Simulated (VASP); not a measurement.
Input of a VASP 6.6.1 run:

Contents of INCAR:

```
SYSTEM = Cs
PREC = Accurate
ENCUT = 520
EDIFF = 1E-6
ISMEAR = -1
SIGMA = 0.08
LREAL = .FALSE.
LASPH = .TRUE.
NELM = 60
ALGO = Normal
ISIF = 2
LWAVE = .FALSE.
LCHARG = .FALSE.
GGA = PE
NBANDS = 20
```

The input KPOINTS:

```
Automatic mesh
0
G
  4 4 6
  0 0 0
```

Contents of POSCAR:

```
Cs
1.0
    6.5075906402      0.0000000000      0.0000000000
   -3.2537953201      5.6357388118      0.0000000000
    0.0000000000      0.0000000000      3.8703410896
Cs
3
Direct
    0.0000000000      0.0000000000      0.0000000000
    0.3333333333      0.6666666667      0.5000000000
    0.6666666667      0.3333333333      0.5000000000
```

Potentials or basis: VASP PAW PBE potentials, release 64 (Cs_sv).

Command:

```sh
$ cat potpaw_PBE.64/Cs_sv/POTCAR > POTCAR
$ mpirun -np 1 vasp_std > vasp.out
```

(1) Estimate the band gap on the k mesh.

(2) Predict the pressure.

## Answers

(1) zero (an odd number of electrons rules out a gap without spin polarisation).

(2) 5.6 GPa.

Caveat: the cell stands under pressure; spin-orbit coupling is left out, which moves the levels of the heavy elements.
